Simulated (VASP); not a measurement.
# MgI2 (Fm-3m) in VASP: further runs

Runs on MgI2. Level: r2SCAN. Tasks: single point.

Everything below comes from runs of VASP 6.6.1. Logs are shortened: lines on timing, memory, paths and dates and some standing lists are left out, and cuts for length are marked.

### 1 The cell of the first run

The structure is cubic, space group Fm-3m (No. 225). The conventional cell has a = 7.511 Å, b = 7.511 Å, c = 7.511 Å, α = 90.00°, β = 90.00°, γ = 90.00°. Mg (site symmetry m-3m) has 8 I at 3.25 Å within 4.3 Å. I (site symmetry -43m) has 4 Mg at 3.25 Å and 6 I at 3.76 Å within 4.3 Å.

### 2 Single point, r2SCAN

Input file POSCAR:

```
MgI2
1.0
    0.0000000000      3.7557205887      3.7557205887
    3.7557205887      0.0000000000      3.7557205887
    3.7557205887      3.7557205887      0.0000000000
Mg I
1 2
Direct
    0.0000000000      0.0000000000      0.0000000000
    0.2500000000      0.2500000000      0.2500000000
    0.7500000000      0.7500000000      0.7500000000
```

Input file INCAR.step1:

```
ALGO = Normal
EDIFF = 1E-4
ENCUT = 520
GGA = PE
ISMEAR = 0
LASPH = True
LCHARG = False
LREAL = False
LWAVE = True
NBANDS = 15
NELM = 60
PREC = Accurate
SIGMA = 0.01
```

Input file INCAR.step2:

```
ALGO = Normal
EDIFF = 1E-6
ENCUT = 520
ISIF = 2
ISMEAR = 0
ISTART = 1
LASPH = True
LCHARG = False
LMIXTAU = True
LREAL = False
LWAVE = False
METAGGA = R2SCAN
NBANDS = 15
NELM = 60
PREC = Accurate
SIGMA = 0.01
```

Input file KPOINTS:

```
k-points
0
Gamma
  6 6 6
```

Potentials or basis: VASP PAW PBE potentials, release 64 (Mg, I).

Started as:

```
> cat potpaw_PBE.64/Mg/POTCAR potpaw_PBE.64/I/POTCAR > POTCAR
> cp INCAR.step1 INCAR
> mpirun -np 1 vasp_std > vasp.out
> cp INCAR.step2 INCAR
> mpirun -np 1 vasp_std > vasp.out
```

OUTCAR:

```text
EDIFF = 1E-6
   ENCUT = 520
   ISIF = 2
   ISMEAR = 0
   ISTART = 1
   LASPH = True
   LREAL = False
   METAGGA = R2SCAN
   NELM = 60
   PREC = Accurate

 ion  position               nearest neighbor table
   1  0.000  0.000  0.000-   3 3.25   3 3.25   3 3.25   2 3.25   3 3.25   2 3.25   2 3.25   2 3.25

   2  0.250  0.250  0.250-   1 3.25   1 3.25   1 3.25   1 3.25
   3  0.750  0.750  0.750-   1 3.25   1 3.25   1 3.25   1 3.25

  LATTYP: Found a face centered cubic cell.
 ALAT       =     7.5114411774

  Lattice vectors:

 A1 = (   0.0000000000,   3.7557205887,   3.7557205887)
 A2 = (   3.7557205887,   0.0000000000,   3.7557205887)
 A3 = (   3.7557205887,   3.7557205887,   0.0000000000)

Analysis of symmetry for initial positions (statically):
=====================================================================
 Subroutine PRICEL returns:
 Original cell was already a primitive cell.

 Routine SETGRP: Setting up the symmetry group for a
 face centered cubic supercell.

 Subroutine GETGRP returns: Found 48 space group operations
 (whereof 48 operations were pure point group operations)
 out of a pool of 48 trial point group operations.

The static configuration has the point symmetry O_h .

Analysis of symmetry for dynamics (positions and initial velocities):
=====================================================================
 Subroutine PRICEL returns:
 Original cell was already a primitive cell.

 Routine SETGRP: Setting up the symmetry group for a
 face centered cubic supercell.

 Subroutine GETGRP returns: Found 48 space group operations
 (whereof 48 operations were pure point group operations)
 out of a pool of 48 trial point group operations.

The dynamic configuration has the point symmetry O_h .

 Subroutine INISYM returns: Found 48 space group operations
 (whereof 48 operations are pure point group operations),
 and found     1 'primitive' translations

----------------------------------------------------------------------------------------

                                     Primitive cell

  volume of cell :     105.9522

  direct lattice vectors                    reciprocal lattice vectors
     0.000000000  3.755720589  3.755720589    -0.133130244  0.133130244  0.133130244
     3.755720589  0.000000000  3.755720589     0.133130244 -0.133130244  0.133130244
     3.755720589  3.755720589  0.000000000     0.133130244  0.133130244 -0.133130244

  length of vectors
     5.311390993  5.311390993  5.311390993     0.230588347  0.230588347  0.230588347

  position of ions in fractional coordinates (direct lattice)
     0.000000000  0.000000000  0.000000000
     0.250000000  0.250000000  0.250000000
     0.750000000  0.750000000  0.750000000

  ion indices of the primitive-cell ions
   primitive index   ion index
                 1           1
                 2           2
                 3           3

----------------------------------------------------------------------------------------

 KPOINTS: k-points

Automatic generation of k-mesh.
 Grid dimensions read from file:
 generate k-points for:    6    6    6

 Generating k-lattice:

  Cartesian coordinates                     Fractional coordinates (reciprocal lattice)
    -0.022188374  0.022188374  0.022188374     0.166666667  0.000000000  0.000000000
     0.022188374 -0.022188374  0.022188374     0.000000000  0.166666667  0.000000000
     0.022188374  0.022188374 -0.022188374     0.000000000  0.000000000  0.166666667

  Length of vectors
     0.038431391  0.038431391  0.038431391

  Shift w.r.t. Gamma in fractional coordinates (k-lattice)
     0.000000000  0.000000000  0.000000000

 Subroutine IBZKPT returns following result:
 ===========================================

 Found     16 irreducible k-points:

 Following reciprocal coordinates:
            Coordinates               Weight
  0.000000  0.000000  0.000000      1.000000
  0.166667  0.000000  0.000000      8.000000
  0.333333  0.000000  0.000000      8.000000
  0.500000  0.000000  0.000000      4.000000
  0.166667  0.166667  0.000000      6.000000
  0.333333  0.166667  0.000000     24.000000
[... 8 lines left out ...]
 -0.333333  0.333333  0.166667     24.000000
 -0.333333  0.500000  0.166667     12.000000
   k-points           NKPTS =     16   k-points in BZ     NKDIM =     16   number of bands    NBANDS=     15
   number of dos      NEDOS =    301   number of ions     NIONS =      3
   total plane-waves  NPLWV =  64000
   dimension x,y,z NGX =    40 NGY =   40 NGZ =   40
   dimension x,y,z NGXF=    80 NGYF=   80 NGZF=   80
   ions per type =               1   2
   NGX,Y,Z   is equivalent  to a cutoff of  12.52, 12.52, 12.52 a.u.
   NGXF,Y,Z  is equivalent  to a cutoff of  25.04, 25.04, 25.04 a.u.
 SYSTEM =  unknown system
   PREC   = accura    normal or accurate (medium, high low for compatibility)
   ISTART =      1    job   : 0-new  1-cont  2-samecut
   ICHARG =      0    charge: 1-file 2-atom 10-const
   ISPIN  =      1    spin polarized calculation?
   LNONCOLLINEAR =      F non collinear calculations
   LSORBIT =      F    spin-orbit coupling
   LASPH  =      T    aspherical Exc in radial PAW
   ENCUT  =  520.0 eV  38.22 Ry    6.18 a.u.   9.88  9.88  9.88*2*pi/ulx,y,z
   NELM   =     60;   NELMIN=  2; NELMDL=  0     # of ELM steps
   EDIFF  = 0.1E-05   stopping-criterion for ELM
   LREAL  =      F    real-space projection
   EDIFFG = 0.1E-04   stopping-criterion for IOM
   NSW    =      0    number of steps for IOM
   IBRION =     -1    ionic relax: 0-MD 1-quasi-New 2-CG
   NFREE  =      0    steps in history (QN), initial steepest desc. (CG)
   ISIF   =      2    stress and relaxation
   ISYM   =      2    0-nonsym 1-usesym 2-fastsym
   POTIM  = 0.5000    time-step for ionic-motion
   TEBEG  =    0.0;   TEEND  =   0.0 temperature during run
   PSTRESS=    0.0 pullay stress
   NELECT =      16.0000    total number of electrons
   NUPDOWN=      -1.0000    fix difference up-down
   EMIN   =  10.00;   EMAX   =-10.00  energy-range for DOS
   EFERMI =   0.00;   METHOD = LEGACY
   ISMEAR =     0;   SIGMA  =   0.01  broadening in eV -4-tet -1-fermi 0-gaus
   EFERMI_NEDOS =   21; number of points for ismear=-14 and -15
   IALGO  =     38    algorithm
   IMIX   =      4    mixing-type and parameters
     AMIX     =   0.40;   BMIX     =  1.00
     AMIX_MAG =   1.60;   BMIX_MAG =  1.00
  volume/ion in A,a.u.               =      35.32       238.33
  Fermi-wavevector in a.u.,A,eV,Ry     =   0.871789  1.647443 10.340654  0.760017
  Thomas-Fermi vector in A             =   1.990947
   LORBIT       =      0    0 simple, 1 ext, 2 COOP (PROOUT), +10 PAW based schemes
   METAGGA = R2SCAN    functional components
   LHFCALC =     F    Hartree Fock is set to
   AEXX    =    0.0000 exact exchange contribution
   IVDW    =     0    specifies the selected vdW correction
   LEPSILON=     F    determine dielectric tensor
   LRPA    =     F    only Hartree local field effects (RPA)
 non-spin polarized calculation
 Gauss-broadening in eV      SIGMA  =   0.01
  energy-cutoff  :      520.00
  volume of cell :      105.95
 maximum number of plane-waves:      2884
   NGX = 19   NGY = 19   NGZ = 19

 number of electron      16.0000001 magnetization

 Free energy of the ion-electron system (eV)
  ---------------------------------------------------
  ext. energy  EPLUGINS =         0.00000000
  ---------------------------------------------------
  free energy    TOTEN  =       -55.45767991 eV

  energy without entropy =      -55.45767991  energy(sigma->0) =      -55.45767991

 E-fermi :   3.1375     XC(G=0):  -8.4832

 val. band max:        3.0483844325   @ k =   0.5000   0.5000   0.0000
 cond. band min:       4.3429804985   @ k =   0.0000   0.0000   0.0000
 fundamental gap:      1.2945960660
 Fermi energy:         3.1375179965

 k-point     1 :       0.0000    0.0000    0.0000
  band No.  band energies     occupation
      1     -10.3009      2.00000
      2      -8.6238      2.00000
      3      -0.0029      2.00000
      4      -0.0029      2.00000
      5      -0.0029      2.00000
      6       1.8965      2.00000
      7       1.8965      2.00000
      8       1.8965      2.00000
      9       4.3430      0.00000
     10       6.5811      0.00000
     11       6.5811      0.00000
     12       6.5811      0.00000
     13       8.7894      0.00000
     14       8.7894      0.00000
     15       9.9425      0.00000

 k-point     2 :       0.1667    0.0000    0.0000
  band No.  band energies     occupation
      1     -10.1957      2.00000
      2      -8.7434      2.00000
      3      -0.0479      2.00000
      4       0.0503      2.00000
      5       0.0503      2.00000
      6       1.3207      2.00000
      7       1.6526      2.00000
      8       1.6526      2.00000
      9       5.0981      0.00000
     10       6.8670      0.00000
     11       6.8949      0.00000
     12       6.8949      0.00000
     13       9.3548      0.00000
     14       9.3548      0.00000
     15      10.6960      0.00000

 k-point     3 :       0.3333    0.0000    0.0000
  band No.  band energies     occupation
      1      -9.9029      2.00000
      2      -9.0645      2.00000
      3      -0.1980      2.00000
      4       0.2305      2.00000
      5       0.2306      2.00000
      6       0.6819      2.00000
      7       1.1329      2.00000
      8       1.1329      2.00000
      9       5.9099      0.00000
     10       7.7863      0.00000
     11       7.7863      0.00000
     12       8.2879      0.00000
     13      10.5010      0.00000
     14      10.5010      0.00000
     15      11.0247      0.00000

 k-point     4 :       0.5000    0.0000    0.0000
  band No.  band energies     occupation
      1      -9.4976      2.00000
      2      -9.4840      2.00000
      3      -0.3096      2.00000
      4       0.4818      2.00000
      5       0.4819      2.00000
      6       0.4865      2.00000
      7       0.7281      2.00000
      8       0.7281      2.00000
      9       6.2835      0.00000
     10       8.6673      0.00000
     11       8.6673      0.00000
     12       9.3614      0.00000
     13      10.1769      0.00000
     14      10.1769      0.00000
     15      10.7600      0.00000
[... 163 lines left out ...]
 k-point    14 :       0.5000    0.3333    0.1667
  band No.  band energies     occupation
      1      -9.7380      2.00000
      2      -9.1778      2.00000
      3      -1.1853      2.00000
      4      -0.7314      2.00000
      5       0.0034      2.00000
      6       1.1890      2.00000
      7       1.8892      2.00000
      8       2.4967      2.00000
      9       5.3716      0.00000
     10       7.7873      0.00000
     11       8.6607      0.00000
     12       9.3908      0.00000
     13       9.4985      0.00000
     14      10.9870      0.00000
     15      12.0740      0.00000

 k-point    15 :      -0.3333    0.3333    0.1667
  band No.  band energies     occupation
      1      -9.4539      2.00000
      2      -9.4503      2.00000
      3      -1.4463      2.00000
      4      -0.9141      2.00000
      5       0.5276      2.00000
      6       0.5442      2.00000
      7       2.3318      2.00000
      8       2.4948      2.00000
      9       5.6564      0.00000
     10       7.7948      0.00000
     11       9.0260      0.00000
     12       9.3587      0.00000
     13      10.0373      0.00000
     14      11.0926      0.00000
     15      11.9075      0.00000

 k-point    16 :      -0.3333    0.5000    0.1667
  band No.  band energies     occupation
      1      -9.5707      2.00000
      2      -9.2976      2.00000
      3      -1.7328      2.00000
      4      -1.0323      2.00000
      5      -0.1562      2.00000
      6       1.4135      2.00000
      7       2.6304      2.00000
      8       2.9209      2.00000
      9       5.1766      0.00000
     10       8.0556      0.00000
     11       8.6317      0.00000
     12       9.5781      0.00000
     13      11.0851      0.00000
     14      11.2377      0.00000
     15      11.4538      0.00000

------------------------ aborting loop because EDIFF is reached ----------------------------------------

  FORCE on cell =-STRESS in cart. coord.  units (eV):
  Direction    XX          YY          ZZ          XY          YZ          ZX
  --------------------------------------------------------------------------------------
  -------------------------------------------------------------------------------------
  Total       -0.0731580     -0.0731580     -0.0731580      0.0000000      0.0000000      0.0000000
  in kB       -1.1062732     -1.1062732     -1.1062732      0.0000000      0.0000000      0.0000000
  external PRESSURE =      -1.1062732 kB  Pullay stress =       0.0000000 kB

 VOLUME and BASIS-vectors are now :
 -----------------------------------------------------------------------------
  energy-cutoff  :      520.00
  volume of cell :      105.95
      direct lattice vectors                 reciprocal lattice vectors
     0.000000000  3.755720589  3.755720589    -0.133130244  0.133130244  0.133130244
     3.755720589  0.000000000  3.755720589     0.133130244 -0.133130244  0.133130244
     3.755720589  3.755720589  0.000000000     0.133130244  0.133130244 -0.133130244

 POSITION                                       TOTAL-FORCE (eV/Angst)
 -----------------------------------------------------------------------------------
      0.00000      0.00000      0.00000        -0.000000     -0.000000     -0.000000
      1.87786      1.87786      1.87786        -0.000000     -0.000000     -0.000000
      5.63358      5.63358      5.63358         0.000000      0.000000      0.000000
 -----------------------------------------------------------------------------------
    total drift:                                0.000000     -0.000000      0.000000

  FREE ENERGIE OF THE ION-ELECTRON SYSTEM (eV)
  ---------------------------------------------------
  free  energy   TOTEN  =       -55.4576799094 eV

  energy  without entropy=      -55.4576799094  energy(sigma->0) =      -55.45767991
```

Wall time 63 s (1 thread of Intel Xeon 6975P-C (Granite Rapids), shared host); peak memory 0.27 GiB.

What came out:

```yaml
Free_energy: -55.4577 eV
Pressure: -0.1 GPa
Band_gap_on_the_k_mesh: 1.29 eV, indirect (least direct gap 1.51 eV)
```

Caveat: the PAW data sets were made with another functional, which shifts forces and pressure a little; spin-orbit coupling is left out, which moves the levels of the heavy elements. r2SCAN opens gaps a little over a GGA but as a rule still falls short of measured ones.

### 3 Single point, r2SCAN (volume changed by +3%)

Input file POSCAR:

```
MgI2
1.0
    0.0000000000      3.7929083596      3.7929083596
    3.7929083596      0.0000000000      3.7929083596
    3.7929083596      3.7929083596      0.0000000000
Mg I
1 2
Direct
    0.0000000000      0.0000000000      0.0000000000
    0.2500000000      0.2500000000      0.2500000000
    0.7500000000      0.7500000000      0.7500000000
```

Input file INCAR.step1:

```
PREC     = Accurate       # precision mode
ENCUT    = 520            # plane-wave cutoff, eV
ISMEAR   = 0              # smearing method
SIGMA    = 0.01           # smearing width, eV
LREAL    = False          # projectors in reciprocal space
LASPH    = True           # aspherical terms in the spheres
NELM     = 60             # most SCF steps
NBANDS   = 15             # bands
GGA      = PE             # functional
ALGO     = Normal         # electronic algorithm
EDIFF    = 1E-4           # SCF threshold, eV
LWAVE    = True           # write WAVECAR
LCHARG   = False          # write CHGCAR
```

Input file INCAR.step2:

```
PREC     = Accurate       # precision mode
ENCUT    = 520            # plane-wave cutoff, eV
EDIFF    = 1E-7           # SCF threshold, eV
ISMEAR   = 0              # smearing method
SIGMA    = 0.01           # smearing width, eV
LREAL    = False          # projectors in reciprocal space
LASPH    = True           # aspherical terms in the spheres
NELM     = 60             # most SCF steps
ALGO     = Normal         # electronic algorithm
ISIF     = 2              # what is computed and relaxed
LWAVE    = False          # write WAVECAR
LCHARG   = True           # write CHGCAR
METAGGA  = R2SCAN         # meta-GGA
LMIXTAU  = True         
LELF     = True           # ELF
LVHAR    = True         
NBANDS   = 15             # bands
ISTART   = 1
```

Input file KPOINTS:

```
regular mesh
0
Gamma
  6 6 6
```

Potentials or basis: VASP PAW PBE potentials, release 64 (Mg, I).

Started as:

```
> cat potpaw_PBE.64/Mg/POTCAR potpaw_PBE.64/I/POTCAR > POTCAR
> cp INCAR.step1 INCAR
> mpirun -np 1 vasp_std > vasp.out
> cp INCAR.step2 INCAR
> mpirun -np 1 vasp_std > vasp.out
```

It took 65 s on 1 thread of Intel Xeon 6975P-C (Granite Rapids), shared host; peak memory 0.27 GiB.

Results (log left out):

- Free energy: -55.4470 eV
- Pressure: -1.0 GPa
- Band gap on the k mesh: 1.23 eV, indirect (least direct gap 1.57 eV)

Levels at points of the mesh, in eV from the valence-band top:
| k point | band 5 | band 6 | band 7 | band 8 | band 9 | band 10 | band 11 | band 12 |
| --- | --- | --- | --- | --- | --- | --- | --- | --- |
| (0.00, 0.00, 0.00) | -2.90 | -1.09 | -1.09 | -1.09 | 1.23 | 3.62 | 3.62 | 3.62 |
| (0.50, 0.00, 0.00) | -2.44 | -2.44 | -2.20 | -2.20 | 3.16 | 5.62 | 5.62 | 6.32 |
| (0.50, 0.50, 0.00) | -3.67 | -0.49 | -0.49 | 0.00 | 1.57 | 4.73 | 6.93 | 7.00 |

Caveat: the PAW data sets were made with another functional, which shifts forces and pressure a little; spin-orbit coupling is left out, which moves the levels of the heavy elements. A k mesh can miss the band edges.

### 4 Single point, r2SCAN (volume changed by +6%)

Input file POSCAR:

```
MgI2
1.0
    0.0000000000      3.8293808697      3.8293808697
    3.8293808697      0.0000000000      3.8293808697
    3.8293808697      3.8293808697      0.0000000000
Mg I
1 2
Direct
    0.0000000000      0.0000000000      0.0000000000
    0.2500000000      0.2500000000      0.2500000000
    0.7500000000      0.7500000000      0.7500000000
```

Input file INCAR.step1:

```
  ALGO = Normal
  EDIFF = 1E-4
  ENCUT = 520
  GGA = PE
  ISMEAR = 0
  LASPH = True
  LCHARG = False
  LREAL = False
  LWAVE = True
  NBANDS = 15
  NELM = 100
  PREC = Accurate
  SIGMA = 0.01
```

Input file INCAR.step2:

```
  ALGO = Normal
  EDIFF = 1E-7
  ENCUT = 520
  ISIF = 2
  ISMEAR = 0
  ISTART = 1
  LASPH = True
  LCHARG = False
  LMIXTAU = True
  LREAL = False
  LWAVE = False
  METAGGA = R2SCAN
  NBANDS = 15
  NELM = 100
  PREC = Accurate
  SIGMA = 0.01
```

Input file KPOINTS:

```
k-points
0
Gamma
  6 6 6
```

Started as:

```
> cat potpaw_PBE.64/Mg/POTCAR potpaw_PBE.64/I/POTCAR > POTCAR
> cp INCAR.step1 INCAR
> mpirun -np 1 vasp_std > vasp.out
> cp INCAR.step2 INCAR
> mpirun -np 1 vasp_std > vasp.out
```

Wall time 64 s (1 thread of Intel Xeon 6975P-C (Granite Rapids), shared host); peak memory 0.27 GiB.

Results (log left out):

- Free energy: -55.4209 eV
- Pressure: -1.7 GPa
- Band gap on the k mesh: 1.17 eV, indirect (least direct gap 1.63 eV)

Levels at points of the mesh, in eV from the valence-band top:
```csv
k point,band 6,band 7,band 8,band 9,band 10,band 11
"(0.00, 0.00, 0.00)",-1.03,-1.03,-1.03,1.17,3.70,3.70
"(0.50, 0.00, 0.00)",-2.32,-2.08,-2.08,3.08,5.61,5.61
"(0.50, 0.50, 0.00)",-0.47,-0.47,0.00,1.63,4.69,6.88
```

Caveat: the PAW data sets were made with another functional, which shifts forces and pressure a little; spin-orbit coupling is left out, which moves the levels of the heavy elements. A k mesh can miss the band edges.

### 5 Summary

| cell | gap on the mesh (eV) | pressure (GPa) |
| --- | --- | --- |
| a = 5.311 Å, angles 60.0°, 3 atoms | 1.29 | -0.1 |
| a = 5.364 Å, angles 60.0°, 3 atoms | 1.23 | -1.0 |
| a = 5.416 Å, angles 60.0°, 3 atoms | 1.17 | -1.7 |

Alike in all rows: task single point; level r2SCAN; potentials or basis VASP PAW PBE potentials, release 64 (Mg, I); no spin polarisation; k mesh 6 × 6 × 6; cutoff (eV) 520; smearing gaussian 0.01 eV.

Caveats: the PAW data sets were made with another functional, which shifts forces and pressure a little; spin-orbit coupling is left out, which moves the levels of the heavy elements.

Total energies depend on the potentials used, so only differences within one code and one set of settings carry meaning.
